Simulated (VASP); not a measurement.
# Sn (Im-3m) in VASP: a series of runs

Sn is run at these levels: PBE, PBEsol, PBEsol-based screened hybrid, r2SCAN; tasks: single point.

All numbers are computed with VASP 6.6.1; they aren't measurements. Logs are shortened: lines on timing, memory, paths and dates and some standing lists are left out, and cuts for length are marked.

### Step 1. The cell of the first run

It takes space group Im-3m (No. 229, cubic). The conventional cell has a = 3.789 Å, b = 3.789 Å, c = 3.789 Å, α = 90.00°, β = 90.00°, γ = 90.00°. Sn (site symmetry m-3m) has 14 Sn at 3.28 to 3.79 Å within 4.3 Å.

### Step 2. Single point, PBE

The input, INCAR:

```
SYSTEM = Sn
PREC     = Accurate       ! precision mode
ENCUT    = 500            ! plane-wave cutoff, eV
EDIFF    = 1E-6           ! SCF threshold, eV
ISMEAR   = 0              ! smearing method
SIGMA    = 0.012          ! smearing width, eV
LREAL    = .False.        ! projectors in reciprocal space
LASPH    = .True.         ! aspherical terms in the spheres
NELM     = 120            ! most SCF steps
ALGO     = Normal         ! electronic algorithm
ISIF     = 2              ! what is computed and relaxed
LWAVE    = .False.        ! write WAVECAR
LCHARG   = .False.        ! write CHGCAR
GGA      = PE             ! functional
NBANDS   = 13             ! bands
GGA_COMPAT= .False.
```

The input, KPOINTS:

```
regular mesh
0
Gamma
  10 10 10
  0 0 0
```

The input, POSCAR:

```
Sn
1.0
   -1.8946518192      1.8946518192      1.8946518192
    1.8946518192     -1.8946518192      1.8946518192
    1.8946518192      1.8946518192     -1.8946518192
Sn
1
Direct
    0.0000000000      0.0000000000      0.0000000000
```

Potentials or basis: VASP PAW PBE potentials, release 64 (Sn_d).

Command:

```bash
$ cat potpaw_PBE.64/Sn_d/POTCAR > POTCAR
$ mpirun -np 1 vasp_std > vasp.out
```

OUTCAR:

```text
SYSTEM = Sn
   PREC = Accurate
   ENCUT = 500
   EDIFF = 1E-6
   ISMEAR = 0
   LREAL = .False.
   LASPH = .True.
   NELM = 120
   ISIF = 2
   GGA = PE

 ion  position               nearest neighbor table
   1  0.000  0.000  0.000-

  LATTYP: Found a body centered cubic cell.
 ALAT       =     3.7893036384

  Lattice vectors:

 A1 = (  -1.8946518192,   1.8946518192,   1.8946518192)
 A2 = (   1.8946518192,  -1.8946518192,   1.8946518192)
 A3 = (   1.8946518192,   1.8946518192,  -1.8946518192)

Analysis of symmetry for initial positions (statically):
=====================================================================
 Subroutine PRICEL returns:
 Original cell was already a primitive cell.

 Routine SETGRP: Setting up the symmetry group for a
 body centered cubic supercell.

 Subroutine GETGRP returns: Found 48 space group operations
[... 9 lines left out ...]

 Routine SETGRP: Setting up the symmetry group for a
 body centered cubic supercell.

 Subroutine GETGRP returns: Found 48 space group operations
[... 11 lines left out ...]
                                     Primitive cell

  volume of cell :      27.2050

  direct lattice vectors                    reciprocal lattice vectors
    -1.894651819  1.894651819  1.894651819     0.000000000  0.263900731  0.263900731
     1.894651819 -1.894651819  1.894651819     0.263900731  0.000000000  0.263900731
     1.894651819  1.894651819 -1.894651819     0.263900731  0.263900731  0.000000000

  length of vectors
     3.281633214  3.281633214  3.281633214     0.373211993  0.373211993  0.373211993

  position of ions in fractional coordinates (direct lattice)
     0.000000000  0.000000000  0.000000000

  ion indices of the primitive-cell ions
   primitive index   ion index
                 1           1

----------------------------------------------------------------------------------------

 KPOINTS: regular mesh

Automatic generation of k-mesh.
 Grid dimensions read from file:
 generate k-points for:   10   10   10

 Generating k-lattice:

  Cartesian coordinates                     Fractional coordinates (reciprocal lattice)
     0.000000000  0.026390073  0.026390073     0.100000000  0.000000000  0.000000000
     0.026390073  0.000000000  0.026390073     0.000000000  0.100000000  0.000000000
     0.026390073  0.026390073  0.000000000     0.000000000  0.000000000  0.100000000

  Length of vectors
     0.037321199  0.037321199  0.037321199

  Shift w.r.t. Gamma in fractional coordinates (k-lattice)
     0.000000000  0.000000000  0.000000000

 Subroutine IBZKPT returns following result:
 ===========================================

 Found     47 irreducible k-points:

 Following reciprocal coordinates:
            Coordinates               Weight
  0.000000  0.000000  0.000000      1.000000
  0.100000  0.000000  0.000000     12.000000
  0.200000  0.000000  0.000000     12.000000
  0.300000  0.000000  0.000000     12.000000
  0.400000  0.000000  0.000000     12.000000
  0.500000  0.000000  0.000000      6.000000
[... 16 lines left out ...]
  0.300000  0.300000  0.100000      8.000000
 -0.300000  0.300000  0.100000     24.000000
 [... further k-points ...]
   k-points           NKPTS =     47   k-points in BZ     NKDIM =     47   number of bands    NBANDS=     13
   number of dos      NEDOS =    301   number of ions     NIONS =      1
   total plane-waves  NPLWV =  13824
   dimension x,y,z NGX =    24 NGY =   24 NGZ =   24
   dimension x,y,z NGXF=    48 NGYF=   48 NGZF=   48
   ions per type =               1
   NGX,Y,Z   is equivalent  to a cutoff of  12.16, 12.16, 12.16 a.u.
   NGXF,Y,Z  is equivalent  to a cutoff of  24.32, 24.32, 24.32 a.u.
 SYSTEM =  Sn
   PREC   = accura    normal or accurate (medium, high low for compatibility)
   ISTART =      0    job   : 0-new  1-cont  2-samecut
   ICHARG =      2    charge: 1-file 2-atom 10-const
   ISPIN  =      1    spin polarized calculation?
   LNONCOLLINEAR =      F non collinear calculations
   LSORBIT =      F    spin-orbit coupling
   LASPH  =      T    aspherical Exc in radial PAW
   ENCUT  =  500.0 eV  36.75 Ry    6.06 a.u.   5.98  5.98  5.98*2*pi/ulx,y,z
   NELM   =    120;   NELMIN=  2; NELMDL= -5     # of ELM steps
   EDIFF  = 0.1E-05   stopping-criterion for ELM
   LREAL  =      F    real-space projection
   EDIFFG = 0.1E-04   stopping-criterion for IOM
   NSW    =      0    number of steps for IOM
   IBRION =     -1    ionic relax: 0-MD 1-quasi-New 2-CG
   NFREE  =      0    steps in history (QN), initial steepest desc. (CG)
   ISIF   =      2    stress and relaxation
   ISYM   =      2    0-nonsym 1-usesym 2-fastsym
   POTIM  = 0.5000    time-step for ionic-motion
   TEBEG  =    0.0;   TEEND  =   0.0 temperature during run
   PSTRESS=    0.0 pullay stress
   NELECT =      14.0000    total number of electrons
   NUPDOWN=      -1.0000    fix difference up-down
   EMIN   =  10.00;   EMAX   =-10.00  energy-range for DOS
   EFERMI =   0.00;   METHOD = LEGACY
   ISMEAR =     0;   SIGMA  =   0.01  broadening in eV -4-tet -1-fermi 0-gaus
   EFERMI_NEDOS =   21; number of points for ismear=-14 and -15
   IALGO  =     38    algorithm
   IMIX   =      4    mixing-type and parameters
     AMIX     =   0.40;   BMIX     =  1.00
     AMIX_MAG =   1.60;   BMIX_MAG =  1.00
  volume/ion in A,a.u.               =      27.20       183.59
  Fermi-wavevector in a.u.,A,eV,Ry     =   1.311902  2.479136 23.416813  1.721087
  Thomas-Fermi vector in A             =   2.442332
   LORBIT       =      0    0 simple, 1 ext, 2 COOP (PROOUT), +10 PAW based schemes
   GGA     = PE    functional components
   LHFCALC =     F    Hartree Fock is set to
   AEXX    =    0.0000 exact exchange contribution
   IVDW    =     0    specifies the selected vdW correction
   LEPSILON=     F    determine dielectric tensor
   LRPA    =     F    only Hartree local field effects (RPA)
 non-spin polarized calculation
 Gauss-broadening in eV      SIGMA  =   0.01
  energy-cutoff  :      500.00
  volume of cell :       27.20
 maximum number of plane-waves:       706
   NGX = 11   NGY = 11   NGZ = 11

 number of electron      13.9999996 magnetization

 Free energy of the ion-electron system (eV)
  ---------------------------------------------------
  ext. energy  EPLUGINS =         0.00000000
  ---------------------------------------------------
  free energy    TOTEN  =        -3.75855416 eV

  energy without entropy =       -3.75845020  energy(sigma->0) =       -3.75850218

 E-fermi :   8.0723     XC(G=0): -10.3645

 val. band max:        8.0578761394   @ k =   0.3000   0.0000   0.0000
 cond. band min:       8.0790218080   @ k =   0.2000   0.2000   0.2000
 fundamental gap:      0.0211456686
 Fermi energy:         8.0722738936

 k-point     1 :       0.0000    0.0000    0.0000
  band No.  band energies     occupation
      1     -13.4894      2.00000
      2     -13.4894      2.00000
      3     -13.4894      2.00000
      4     -13.3516      2.00000
      5     -13.3516      2.00000
      6      -3.0013      2.00000
      7      16.0387      0.00000
      8      16.0387      0.00000
      9      16.0387      0.00000
     10      20.1931      0.00000
     11      20.1931      0.00000
     12      20.1931      0.00000
     13      20.8034      0.00000

 k-point     2 :       0.1000    0.0000    0.0000
  band No.  band energies     occupation
      1     -13.4937      2.00000
      2     -13.4831      2.00000
      3     -13.4688      2.00000
      4     -13.3564      2.00000
      5     -13.3522      2.00000
      6      -2.7834      2.00000
      7      14.3058      0.00000
      8      15.2501      0.00000
      9      15.7524      0.00000
     10      18.6113      0.00000
     11      18.9433      0.00000
     12      19.8579      0.00000
     13      21.5391      0.00000

 k-point     3 :       0.2000    0.0000    0.0000
  band No.  band energies     occupation
      1     -13.5051      2.00000
      2     -13.4698      2.00000
      3     -13.4143      2.00000
      4     -13.3665      2.00000
      5     -13.3538      2.00000
      6      -2.1287      2.00000
      7      11.1641      0.00000
      8      13.8819      0.00000
      9      15.0263      0.00000
     10      17.4310      0.00000
     11      17.7886      0.00000
     12      20.0348      0.00000
     13      22.0437      0.00000

 k-point     4 :       0.3000    0.0000    0.0000
  band No.  band energies     occupation
      1     -13.5190      2.00000
      2     -13.4634      2.00000
      3     -13.3700      2.00000
      4     -13.3556      2.00000
      5     -13.3460      2.00000
      6      -1.0415      2.00000
      7       8.0579      1.91026
      8      12.7054      0.00000
      9      14.2494      0.00000
     10      16.6383      0.00000
     11      16.9716      0.00000
     12      20.9145      0.00000
     13      22.7089      0.00000

 k-point     5 :       0.4000    0.0000    0.0000
  band No.  band energies     occupation
      1     -13.5303      2.00000
      2     -13.4685      2.00000
      3     -13.3637      2.00000
      4     -13.3570      2.00000
      5     -13.2900      2.00000
      6       0.4319      2.00000
      7       5.3238      2.00000
      8      11.9438      0.00000
      9      13.7086      0.00000
     10      16.1791      0.00000
     11      16.4864      0.00000
     12      22.1860      0.00000
     13      23.5243      0.00000
[... 257 lines left out ...]
 k-point    22 :      -0.2000    0.2000    0.1000
  band No.  band energies     occupation
      1     -13.4840      2.00000
      2     -13.4596      2.00000
      3     -13.4176      2.00000
      4     -13.3801      2.00000
      5     -13.3537      2.00000
      6      -1.9112      2.00000
      7      11.2782      0.00000
      8      13.0677      0.00000
      9      13.8743      0.00000
     10      16.8979      0.00000
     11      18.9053      0.00000
     12      19.3493      0.00000
     13      22.7662      0.00000

 k-point    23 :       0.3000    0.3000    0.1000
  band No.  band energies     occupation
      1     -13.4900      2.00000
      2     -13.3926      2.00000
      3     -13.3926      2.00000
      4     -13.3523      2.00000
      5     -13.3523      2.00000
      6       2.7188      2.00000
      7       5.8041      2.00000
      8       5.8041      2.00000
      9       9.7140      0.00000
     10      22.0402      0.00000
     11      22.9321      0.00000
     12      22.9321      0.00000
     13      26.6522      0.00000

 k-point    24 :      -0.3000    0.3000    0.1000
  band No.  band energies     occupation
      1     -13.4971      2.00000
      2     -13.4524      2.00000
      3     -13.3837      2.00000
      4     -13.3602      2.00000
      5     -13.3487      2.00000
      6      -0.8261      2.00000
      7       8.2379      0.00000
      8      11.9276      0.00000
      9      13.2338      0.00000
     10      17.0752      0.00000
     11      18.0823      0.00000
     12      19.0587      0.00000
     13      24.8503      0.00000

 [... further k-points ...]
[... 5 lines left out ...]
  --------------------------------------------------------------------------------------
  -------------------------------------------------------------------------------------
  Total        0.1066929      0.1066929      0.1066929     -0.0000000     -0.0000000      0.0000000
  in kB        6.2834476      6.2834476      6.2834476     -0.0000000     -0.0000000      0.0000000
  external PRESSURE =       6.2834476 kB  Pullay stress =       0.0000000 kB

 VOLUME and BASIS-vectors are now :
 -----------------------------------------------------------------------------
  energy-cutoff  :      500.00
  volume of cell :       27.20
      direct lattice vectors                 reciprocal lattice vectors
    -1.894651819  1.894651819  1.894651819     0.000000000  0.263900731  0.263900731
     1.894651819 -1.894651819  1.894651819     0.263900731  0.000000000  0.263900731
     1.894651819  1.894651819 -1.894651819     0.263900731  0.263900731  0.000000000

 POSITION                                       TOTAL-FORCE (eV/Angst)
 -----------------------------------------------------------------------------------
      0.00000      0.00000      0.00000        -0.000000     -0.000000     -0.000000
 -----------------------------------------------------------------------------------
    total drift:                                0.000000      0.000000     -0.000000

  FREE ENERGIE OF THE ION-ELECTRON SYSTEM (eV)
  ---------------------------------------------------
  free  energy   TOTEN  =        -3.7585541586 eV

  energy  without entropy=       -3.7584501994  energy(sigma->0) =       -3.75850218
```

It took 16 s on 1 thread of Intel Xeon 8259CL, shared host; peak memory 0.15 GiB.

Results:

* Free energy: -3.7586 eV
* Pressure: 0.6 GPa
* Band gap on the k mesh: zero (band 7 reaches 16.04 eV, above the bottom of band 8 at 5.80 eV)

Caveat: spin-orbit coupling is left out, which moves the levels of the heavy elements.

### Step 3. Single point, PBEsol, non-collinear spin, zero start, spin-orbit coupling

The input, INCAR:

```
PREC = Accurate
ENCUT = 500
EDIFF = 1E-6
ISMEAR = -1
SIGMA = 0.05
LREAL = False
LASPH = True
NELM = 200
ALGO = Normal
ISIF = 2
LWAVE = False
LCHARG = False
LNONCOLLINEAR = True
MAGMOM = 0 0 0
LORBIT = 11
LSORBIT = True
GGA_COMPAT = False
LORBMOM = True
GGA = PS
NBANDS = 25
```

The input, KPOINTS:

```
Automatic mesh
0
Gamma
  7 7 7
```

POSCAR is that of step 2.

Potentials or basis: VASP PAW PBE potentials, release 64 (Sn_d).

Command:

```bash
$ cat potpaw_PBE.64/Sn_d/POTCAR > POTCAR
$ mpirun -np 1 vasp_ncl > vasp.out
```

Run time: 31 s. Hardware: 1 thread of Intel Xeon 8259CL, shared host; peak memory 0.19 GiB.

The run converged. Its results:

```yaml
Free_energy: -4.3048 eV
Pressure: -1.9 GPa
Net_moment: 0.00 μB per cell
Valence_electrons_inside_the_program's_atomic_spheres: Sn 12.15
```

Moments on the atoms (μB; x, y, z):
```
Sn  0.00 0.00 0.00
```

Caveat: the PAW data sets were made with another functional, which shifts forces and pressure a little.

### Step 4. Single point, PBEsol-based screened hybrid

This run uses another cell than the first one, of 28.57 Å³/atom, 1.050 times its volume.

The input, POSCAR:

```
Sn
1.0
   -1.9258799401      1.9258799401      1.9258799401
    1.9258799401     -1.9258799401      1.9258799401
    1.9258799401      1.9258799401     -1.9258799401
Sn
1
Direct
    0.0000000000      0.0000000000      0.0000000000
```

The input, INCAR.step1:

```
PREC     = Accurate       # precision mode
ENCUT    = 520            # plane-wave cutoff, eV
EDIFF    = 1E-5           # SCF threshold, eV
ISMEAR   = -1             # smearing method
SIGMA    = 0.05           # smearing width, eV
LREAL    = F              # projectors in reciprocal space
LASPH    = T              # aspherical terms in the spheres
NELM     = 80             # most SCF steps
ALGO     = Normal         # electronic algorithm
ISIF     = 2              # what is computed and relaxed
LWAVE    = T              # write WAVECAR
LCHARG   = F              # write CHGCAR
GGA      = PE             # functional
NBANDS   = 13             # bands
```

The input, INCAR.step2:

```
PREC     = Accurate       # precision mode
ENCUT    = 520            # plane-wave cutoff, eV
EDIFF    = 1E-6           # SCF threshold, eV
ISMEAR   = -1             # smearing method
SIGMA    = 0.05           # smearing width, eV
LREAL    = F              # projectors in reciprocal space
LASPH    = T              # aspherical terms in the spheres
NELM     = 80             # most SCF steps
ALGO     = Normal         # electronic algorithm
ISIF     = 2              # what is computed and relaxed
LWAVE    = F              # write WAVECAR
LCHARG   = F              # write CHGCAR
GGA      = PS             # functional
LHFCALC  = T              # exact exchange
AEXX     = 0.25           # exact-exchange fraction
HFSCREEN = 0.207          # screening, 1/A
PRECFOCK = Normal       
ISTART   = 1            
NBANDS   = 13             # bands
```

The input, KPOINTS:

```
Automatic mesh
0
Gamma
  5 5 5
```

Command:

```bash
$ cat potpaw_PBE.64/Sn_d/POTCAR > POTCAR
$ cp INCAR.step1 INCAR
$ mpirun -np 1 vasp_std > vasp.out
$ cp INCAR.step2 INCAR
$ mpirun -np 1 vasp_std > vasp.out
```

Run time: 6.1 min. Hardware: 1 thread of AMD EPYC 7R13 (Zen 3), shared host; peak memory 0.23 GiB.

Results (log left out):

- Free energy: -4.3890 eV
- Pressure: 0.0 GPa
- Band gap on the k mesh: zero (band 7 reaches 15.68 eV, above the bottom of band 8 at 5.25 eV)

Levels at points of the mesh, in eV from the Fermi level:
```
           k point  band 5  band 6  band 7  band 8  band 9  band 10
(0.00, 0.00, 0.00)  -23.63  -12.15    8.27    8.27    8.27    12.75
```

Caveat: the k points lie up to 0.46 Å⁻¹ apart; the PAW data sets were made with another functional, which shifts forces and pressure a little; spin-orbit coupling is left out, which moves the levels of the heavy elements.

[end of part 1 of 2]
